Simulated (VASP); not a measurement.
# KBr: single point with r2SCAN

Crystal: KBr.

```
K Br
1.0
     0.00000    3.34189    3.39127
     3.34189    0.00000    3.39127
     3.34189    3.34189    0.00000
K Br
1 1
Direct
  0.00000 0.00000 0.00000
  0.50000 0.50000 0.50000
```

This cell differs from its parent crystal: strain +0.015 along x and y, +0.030 along z.

```json
{"Program": "VASP 6.6.1", "Task": "single point", "Functional": "r2SCAN", "Potentials or basis": "VASP PAW PBE potentials, release 64 (K_sv, Br)", "Cutoff": "520 eV", "k mesh": "6 × 6 × 6", "Occupations": "gaussian, width 0.05 eV", "Spin": "no spin polarisation"}
```

```
Pressure               : -0.7 GPa
Band gap on the k mesh : 4.93 eV
```

Stress tensor (GPa, compression positive):
```
-0.56  0.00  0.00
 0.00 -0.56  0.00
 0.00  0.00 -0.93
```

Levels at points of the mesh, in eV from the valence-band top:
| k point | band 4 | band 5 | band 6 | band 7 | band 8 | band 9 | band 10 | band 11 | band 12 | band 13 |
| --- | --- | --- | --- | --- | --- | --- | --- | --- | --- | --- |
| (0.00, 0.00, 0.00) | -11.70 | -11.70 | 0.00 | 0.00 | 0.00 | 4.93 | 8.17 | 8.25 | 8.25 | 9.14 |
| (0.50, 0.00, 0.00) | -11.70 | -11.48 | -1.07 | -0.29 | -0.29 | 7.02 | 8.67 | 10.39 | 10.39 | 10.59 |
| (0.50, 0.50, 0.00) | -11.73 | -11.73 | -0.78 | -0.26 | -0.26 | 6.43 | 7.82 | 9.78 | 10.10 | 10.37 |
| (0.50, 0.00, 0.50) | -11.73 | -11.73 | -0.76 | -0.28 | -0.27 | 6.41 | 7.84 | 9.86 | 10.13 | 10.38 |

Wall time 58 s on 1 thread of Intel(R) Xeon(R) 6975P-C (Granite Rapids), on a shared host, peak memory 0.23 GiB.

Caveat: the cell differs from its parent crystal (strain +0.015 along x and y, +0.030 along z); the PAW data sets were made with another functional, which shifts forces and pressure a little.
